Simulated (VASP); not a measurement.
# Re (Immm) in VASP: a series of runs

The runs below take Re through single point, with r2SCAN.

All numbers are computed with VASP 6.6.1; they aren't measurements. Logs are shortened: lines on timing, memory, paths and dates and some standing lists are left out, and cuts for length are marked.

### Step 1. The cell of the first run

Symmetry: Immm, No. 71, orthorhombic system. Conventional cell: a = 2.779 Å, b = 2.807 Å, c = 3.950 Å, α = 90.00°, β = 90.00°, γ = 90.00°. Within 3.7 Å of Re (site symmetry mmm) lie 12 Re at 2.78 to 2.81 Å.

This isn't the form of Re at room conditions, which is hcp.

### Step 2. Single point, r2SCAN (strain -0.0100 x Voigt [0, 0, 0, 0, 0, 1])

The input, POSCAR:

```
Re
1.0
   -0.0098750000      1.9750000000      1.9750000000
    1.9750000000     -0.0098750000      1.9750000000
    1.9651250000      1.9651250000      0.0000000000
Re
1
Direct
    0.0000000000      0.0000000000      0.0000000000
```

The input, INCAR.step1:

```
SYSTEM = Re
  PREC = Accurate
  ENCUT = 520
  ISMEAR = 0
  SIGMA = 0.15
  LREAL = .False.
  LASPH = .True.
  NELM = 100
  NBANDS = 10
  GGA = PE
  ALGO = Normal
  EDIFF = 1E-4
  LWAVE = .True.
  LCHARG = .False.
```

The input, INCAR.step2:

```
SYSTEM = Re
  PREC = Accurate
  ENCUT = 520
  EDIFF = 1E-6
  ISMEAR = 0
  SIGMA = 0.15
  LREAL = .False.
  LASPH = .True.
  NELM = 100
  ALGO = Normal
  ISIF = 2
  LWAVE = .False.
  LCHARG = .False.
  METAGGA = R2SCAN
  LMIXTAU = .True.
  NBANDS = 10
  ISTART = 1
```

The input, KPOINTS:

```
Automatic mesh
0
Gamma
  20 20 20
  0 0 0
```

Potentials or basis: VASP PAW PBE potentials, release 64 (Re).

The run is started by

```console
cat potpaw_PBE.64/Re/POTCAR > POTCAR
cp INCAR.step1 INCAR
mpirun -np 1 vasp_std > vasp.out
cp INCAR.step2 INCAR
mpirun -np 1 vasp_std > vasp.out
```

OUTCAR:

```text
SYSTEM = Re
   PREC = Accurate
   ENCUT = 520
   EDIFF = 1E-6
   ISMEAR = 0
   LREAL = .False.
   LASPH = .True.
   NELM = 100
   ISIF = 2
   METAGGA = R2SCAN
   ISTART = 1

 ion  position               nearest neighbor table
   1  0.000  0.000  0.000-

  LATTYP: Found a body centered orthorhombic cell.
 ALAT       =     2.7791064268
 B/A-ratio  =     1.0100502513
 C/A-ratio  =     1.4213201632

  Lattice vectors:

 A1 = (   0.0098750000,  -1.9750000000,  -1.9750000000)
 A2 = (  -0.0098750000,   1.9750000000,  -1.9750000000)
 A3 = (   1.9750000000,  -0.0098750000,   1.9750000000)

Analysis of symmetry for initial positions (statically):
=====================================================================
 Subroutine PRICEL returns:
 Original cell was already a primitive cell.

 Routine SETGRP: Setting up the symmetry group for a
 body centered orthorhombic supercell.

 Subroutine GETGRP returns: Found  8 space group operations
 (whereof  8 operations were pure point group operations)
 out of a pool of  8 trial point group operations.

The static configuration has the point symmetry D_2h.

Analysis of symmetry for dynamics (positions and initial velocities):
=====================================================================
 Subroutine PRICEL returns:
 Original cell was already a primitive cell.

 Routine SETGRP: Setting up the symmetry group for a
 body centered orthorhombic supercell.

 Subroutine GETGRP returns: Found  8 space group operations
 (whereof  8 operations were pure point group operations)
 out of a pool of  8 trial point group operations.

The dynamic configuration has the point symmetry D_2h.

 Subroutine INISYM returns: Found  8 space group operations
 (whereof  8 operations are pure point group operations),
 and found     1 'primitive' translations

----------------------------------------------------------------------------------------

                                     Primitive cell

  volume of cell :      15.4071

  direct lattice vectors                    reciprocal lattice vectors
    -0.009875000  1.975000000  1.975000000    -0.251905032  0.251905032  0.253164557
     1.975000000 -0.009875000  1.975000000     0.251905032 -0.251905032  0.253164557
     1.965125000  1.965125000  0.000000000     0.254436741  0.254436741 -0.253164557

  length of vectors
     2.793089242  2.793089242  2.779106427     0.437040711  0.437040711  0.439964093

  position of ions in fractional coordinates (direct lattice)
     0.000000000  0.000000000  0.000000000

  ion indices of the primitive-cell ions
   primitive index   ion index
                 1           1

----------------------------------------------------------------------------------------

 KPOINTS: Automatic mesh

Automatic generation of k-mesh.
 Grid dimensions read from file:
 generate k-points for:   20   20   20

 Generating k-lattice:

  Cartesian coordinates                     Fractional coordinates (reciprocal lattice)
    -0.012595252  0.012595252  0.012658228     0.050000000  0.000000000  0.000000000
     0.012595252 -0.012595252  0.012658228     0.000000000  0.050000000  0.000000000
     0.012721837  0.012721837 -0.012658228     0.000000000  0.000000000  0.050000000

  Length of vectors
     0.021852036  0.021852036  0.021998205

  Shift w.r.t. Gamma in fractional coordinates (k-lattice)
     0.000000000  0.000000000  0.000000000

 Subroutine IBZKPT returns following result:
 ===========================================

 Found   1166 irreducible k-points:

 Following reciprocal coordinates:
            Coordinates               Weight
  0.000000  0.000000  0.000000      1.000000
  0.050000  0.000000  0.000000      4.000000
  0.100000  0.000000  0.000000      4.000000
  0.150000  0.000000  0.000000      4.000000
  0.200000  0.000000  0.000000      4.000000
  0.250000  0.000000  0.000000      4.000000
[... 16 lines left out ...]
 -0.400000  0.050000  0.000000      4.000000
 -0.350000  0.050000  0.000000      4.000000
 [... further k-points ...]
   k-points           NKPTS =   1166   k-points in BZ     NKDIM =   1166   number of bands    NBANDS=     10
   number of dos      NEDOS =    301   number of ions     NIONS =      1
   total plane-waves  NPLWV =  13824
   dimension x,y,z NGX =    24 NGY =   24 NGZ =   24
   dimension x,y,z NGXF=    48 NGYF=   48 NGZF=   48
   ions per type =               1
   NGX,Y,Z   is equivalent  to a cutoff of  14.28, 14.28, 14.36 a.u.
   NGXF,Y,Z  is equivalent  to a cutoff of  28.57, 28.57, 28.71 a.u.
 SYSTEM =  Re
   PREC   = accura    normal or accurate (medium, high low for compatibility)
   ISTART =      1    job   : 0-new  1-cont  2-samecut
   ICHARG =      0    charge: 1-file 2-atom 10-const
   ISPIN  =      1    spin polarized calculation?
   LNONCOLLINEAR =      F non collinear calculations
   LSORBIT =      F    spin-orbit coupling
   LASPH  =      T    aspherical Exc in radial PAW
   ENCUT  =  520.0 eV  38.22 Ry    6.18 a.u.   5.19  5.19  5.17*2*pi/ulx,y,z
   NELM   =    100;   NELMIN=  2; NELMDL=  0     # of ELM steps
   EDIFF  = 0.1E-05   stopping-criterion for ELM
   LREAL  =      F    real-space projection
   EDIFFG = 0.1E-04   stopping-criterion for IOM
   NSW    =      0    number of steps for IOM
   IBRION =     -1    ionic relax: 0-MD 1-quasi-New 2-CG
   NFREE  =      0    steps in history (QN), initial steepest desc. (CG)
   ISIF   =      2    stress and relaxation
   ISYM   =      2    0-nonsym 1-usesym 2-fastsym
   POTIM  = 0.5000    time-step for ionic-motion
   TEBEG  =    0.0;   TEEND  =   0.0 temperature during run
   PSTRESS=    0.0 pullay stress
   NELECT =       7.0000    total number of electrons
   NUPDOWN=      -1.0000    fix difference up-down
   EMIN   =  10.00;   EMAX   =-10.00  energy-range for DOS
   EFERMI =   0.00;   METHOD = LEGACY
   ISMEAR =     0;   SIGMA  =   0.15  broadening in eV -4-tet -1-fermi 0-gaus
   EFERMI_NEDOS =   21; number of points for ismear=-14 and -15
   IALGO  =     38    algorithm
   IMIX   =      4    mixing-type and parameters
     AMIX     =   0.40;   BMIX     =  1.00
     AMIX_MAG =   1.60;   BMIX_MAG =  1.00
  volume/ion in A,a.u.               =      15.41       103.97
  Fermi-wavevector in a.u.,A,eV,Ry     =   1.258541  2.378298 21.550614  1.583925
  Thomas-Fermi vector in A             =   2.392145
   LORBIT       =      0    0 simple, 1 ext, 2 COOP (PROOUT), +10 PAW based schemes
   METAGGA = R2SCAN    functional components
   LHFCALC =     F    Hartree Fock is set to
   AEXX    =    0.0000 exact exchange contribution
   IVDW    =     0    specifies the selected vdW correction
   LEPSILON=     F    determine dielectric tensor
   LRPA    =     F    only Hartree local field effects (RPA)
 non-spin polarized calculation
 Gauss-broadening in eV      SIGMA  =   0.15
  energy-cutoff  :      520.00
  volume of cell :       15.41
 maximum number of plane-waves:       430
 NGX is ok and might be reduce to    24
   NGX = 11   NGY = 11   NGZ = 11

 number of electron       7.0000000 magnetization

 Free energy of the ion-electron system (eV)
  ---------------------------------------------------
  ext. energy  EPLUGINS =         0.00000000
  ---------------------------------------------------
  free energy    TOTEN  =       -52.36274130 eV

  energy without entropy =      -52.35378731  energy(sigma->0) =      -52.35826431

 E-fermi :   7.4461     XC(G=0): -14.7089

 val. band max:        7.4457436622   @ k =  -0.2000   0.0000   0.2000
 cond. band min:       7.4487980946   @ k =   0.4500   0.2500   0.1500
 fundamental gap:      0.0030544325
 Fermi energy:         7.4461381488

 k-point     1 :       0.0000    0.0000    0.0000
  band No.  band energies     occupation
      1      -2.8993      2.00000
      2       5.4242      2.00000
      3       5.5149      2.00000
      4       5.6125      2.00000
      5       8.7038      0.00000
      6       8.7040      0.00000
      7      21.8826      0.00000
      8      27.5659      0.00000
      9      27.7206      0.00000
     10      27.8750      0.00000

 k-point     2 :       0.0500    0.0000    0.0000
  band No.  band energies     occupation
      1      -2.7842      2.00000
      2       5.3674      2.00000
      3       5.5452      2.00000
      4       5.6661      2.00000
      5       8.6629      0.00000
      6       8.6637      0.00000
      7      22.1042      0.00000
      8      26.9679      0.00000
      9      27.8808      0.00000
     10      28.0787      0.00000

 k-point     3 :       0.1000    0.0000    0.0000
  band No.  band energies     occupation
      1      -2.4481      2.00000
      2       5.1677      2.00000
      3       5.6750      2.00000
      4       5.8103      2.00000
      5       8.5653      0.00000
      6       8.5690      0.00000
      7      22.7231      0.00000
      8      25.7138      0.00000
      9      28.4836      0.00000
     10      28.6746      0.00000

 k-point     4 :       0.1500    0.0000    0.0000
  band No.  band energies     occupation
      1      -1.9216      2.00000
      2       4.9027      2.00000
      3       5.8437      2.00000
      4       5.9899      2.00000
      5       8.4884      0.00000
      6       8.4973      0.00000
      7      23.5016      0.00000
      8      24.5229      0.00000
      9      29.4448      0.00000
     10      29.6204      0.00000

 k-point     5 :       0.2000    0.0000    0.0000
  band No.  band energies     occupation
      1      -1.2652      2.00000
      2       4.6767      2.00000
      3       5.9554      2.00000
      4       6.1083      2.00000
      5       8.5492      0.00000
      6       8.5690      0.00000
      7      22.9277      0.00000
      8      24.7997      0.00000
      9      30.6948      0.00000
     10      30.8506      0.00000

 k-point     6 :       0.2500    0.0000    0.0000
  band No.  band energies     occupation
      1      -0.5822      2.00000
      2       4.6163      2.00000
      3       5.9353      2.00000
      4       6.0877      2.00000
      5       8.8362      0.00000
      6       8.8750      0.00000
      7      21.8007      0.00000
      8      25.2068      0.00000
      9      32.0834      0.00000
     10      32.2892      0.00000
[... 183 lines left out ...]
 k-point    21 :       0.5000    0.0500    0.0000
  band No.  band energies     occupation
      1       0.6215      2.00000
      2       5.1966      2.00000
      3       5.5639      2.00000
      4       7.1266      1.99741
      5      11.1412      0.00000
      6      11.2702      0.00000
      7      17.1097      0.00000
      8      21.6645      0.00000
      9      27.9157      0.00000
     10      28.0648      0.00000

 k-point    22 :      -0.4500    0.0500    0.0000
  band No.  band energies     occupation
      1       0.6205      2.00000
      2       5.2209      2.00000
      3       5.5641      2.00000
      4       7.0384      1.99988
      5      10.9359      0.00000
      6      11.3392      0.00000
      7      17.2566      0.00000
      8      21.7320      0.00000
      9      27.7433      0.00000
     10      28.4558      0.00000

 k-point    23 :      -0.4000    0.0500    0.0000
  band No.  band energies     occupation
      1       0.5980      2.00000
      2       5.3213      2.00000
      3       5.6389      2.00000
      4       6.4188      2.00000
      5      10.4688      0.00000
      6      11.0820      0.00000
      7      18.1165      0.00000
      8      22.1837      0.00000
      9      28.1652      0.00000
     10      29.4398      0.00000

 k-point    24 :      -0.3500    0.0500    0.0000
  band No.  band energies     occupation
      1       0.4983      2.00000
      2       5.4773      2.00000
      3       5.6023      2.00000
      4       5.7794      2.00000
      5       9.8438      0.00000
      6      10.6063      0.00000
      7      19.2873      0.00000
      8      23.0566      0.00000
      9      29.0644      0.00000
     10      30.9204      0.00000

 [... further k-points ...]

------------------------ aborting loop because EDIFF is reached ----------------------------------------

  FORCE on cell =-STRESS in cart. coord.  units (eV):
  Direction    XX          YY          ZZ          XY          YZ          ZX
  --------------------------------------------------------------------------------------
  -------------------------------------------------------------------------------------
  Total       -1.5022067     -1.5022067     -1.5069183      0.2014057      0.0000000      0.0000000
  in kB     -156.2139621   -156.2139621   -156.7039117     20.9441047      0.0000000      0.0000000
  external PRESSURE =    -156.3772786 kB  Pullay stress =       0.0000000 kB

 VOLUME and BASIS-vectors are now :
 -----------------------------------------------------------------------------
  energy-cutoff  :      520.00
  volume of cell :       15.41
      direct lattice vectors                 reciprocal lattice vectors
    -0.009875000  1.975000000  1.975000000    -0.251905032  0.251905032  0.253164557
     1.975000000 -0.009875000  1.975000000     0.251905032 -0.251905032  0.253164557
     1.965125000  1.965125000  0.000000000     0.254436741  0.254436741 -0.253164557

 POSITION                                       TOTAL-FORCE (eV/Angst)
 -----------------------------------------------------------------------------------
      0.00000      0.00000      0.00000        -0.000000      0.000000      0.000000
 -----------------------------------------------------------------------------------
    total drift:                               -0.000000      0.000000     -0.000000

  FREE ENERGIE OF THE ION-ELECTRON SYSTEM (eV)
  ---------------------------------------------------
  free  energy   TOTEN  =       -52.3627413020 eV

  energy  without entropy=      -52.3537873150  energy(sigma->0) =      -52.35826431
```

Run time: 5.4 min. Hardware: 1 thread of Intel Xeon Platinum 8488C (Sapphire Rapids), shared host; peak memory 0.31 GiB.

Results:

```yaml
Free_energy: -52.3627 eV
Pressure: -15.6 GPa
Band_gap_on_the_k_mesh: zero (an odd number of electrons rules out a gap without spin polarisation)
```

Levels at points of the mesh, in eV from the Fermi level:
| k point | band 2 | band 3 | band 4 | band 5 | band 6 | band 7 |
| --- | --- | --- | --- | --- | --- | --- |
| (0.00, 0.00, 0.00) | -2.02 | -1.93 | -1.83 | 1.26 | 1.26 | 14.44 |
| (0.50, 0.00, 0.00) | -2.13 | -1.98 | -0.06 | 3.58 | 3.69 | 9.69 |
| (0.50, 0.50, 0.00) | -5.94 | 2.59 | 3.66 | 4.32 | 4.32 | 12.29 |
| (0.00, 0.00, 0.50) | -2.16 | -2.01 | 0.06 | 3.62 | 3.72 | 9.84 |
| (0.50, 0.00, 0.50) | -5.94 | 2.60 | 3.65 | 4.32 | 4.33 | 12.48 |

Caveat: the cell differs from its parent crystal (strain -0.0100 x Voigt [0, 0, 0, 0, 0, 1]); the cell stands under tension; the PAW data sets were made with another functional, which shifts forces and pressure a little; spin-orbit coupling is left out, which moves the levels of the heavy elements.

### Step 3. Single point, r2SCAN (strain +0.0050 x Voigt [0, 0, 0, 0, 0, 1])

The input, POSCAR:

```
Re
1.0
    0.0049375000      1.9750000000      1.9750000000
    1.9750000000      0.0049375000      1.9750000000
    1.9799375000      1.9799375000      0.0000000000
Re
1
Direct
    0.0000000000      0.0000000000      0.0000000000
```

The input, INCAR.step1:

```
ALGO = Normal
EDIFF = 1E-4
ENCUT = 520
GGA = PE
ISMEAR = 0
LASPH = T
LCHARG = F
LREAL = F
LWAVE = T
NBANDS = 10
NELM = 100
PREC = Accurate
SIGMA = 0.15
```

The input, INCAR.step2:

```
ALGO = Normal
EDIFF = 1E-6
ENCUT = 520
ISIF = 2
ISMEAR = 0
ISTART = 1
LASPH = T
LCHARG = F
LMIXTAU = T
LREAL = F
LWAVE = F
METAGGA = R2SCAN
NBANDS = 10
NELM = 100
PREC = Accurate
SIGMA = 0.15
```

The input, KPOINTS:

```
k-points
0
Gamma
  20 20 20
```

Potentials or basis: VASP PAW PBE potentials, release 64 (Re).

The run is started by

```console
cat potpaw_PBE.64/Re/POTCAR > POTCAR
cp INCAR.step1 INCAR
mpirun -np 1 vasp_std > vasp.out
cp INCAR.step2 INCAR
mpirun -np 1 vasp_std > vasp.out
```

It took 4.9 min on 1 thread of Intel Xeon Platinum 8488C (Sapphire Rapids), shared host; peak memory 0.31 GiB.

The run converged. Its results:

| Quantity | Value |
| --- | --- |
| Free energy | -52.3635 eV |
| Pressure | -15.7 GPa |
| Band gap on the k mesh | zero (an odd number of electrons rules out a gap without spin polarisation) |

Stress tensor (GPa, compression positive):
```
-15.66  -1.05   0.00
 -1.05 -15.66   0.00
  0.00   0.00 -15.67
```

Levels at points of the mesh, in eV from the Fermi level:
```
           k point  band 1  band 2  band 3  band 4  band 5  band 6  band 7  band 8
(0.00, 0.00, 0.00)  -10.35   -1.98   -1.93   -1.88    1.26    1.26   14.44   20.20
(0.50, 0.00, 0.00)   -6.91   -2.11   -2.04    0.03    3.63    3.69    9.80   13.91
(0.50, 0.50, 0.00)   -6.74   -5.94    2.59    3.66    4.32    4.32   12.38   12.57
(0.00, 0.00, 0.50)   -6.92   -2.10   -2.02   -0.03    3.62    3.67    9.72   13.95
(0.50, 0.00, 0.50)   -6.74   -5.94    2.59    3.66    4.32    4.32   12.48   12.48
```

Caveat: the cell differs from its parent crystal (strain +0.0050 x Voigt [0, 0, 0, 0, 0, 1]); the cell stands under tension; the PAW data sets were made with another functional, which shifts forces and pressure a little; spin-orbit coupling is left out, which moves the levels of the heavy elements.
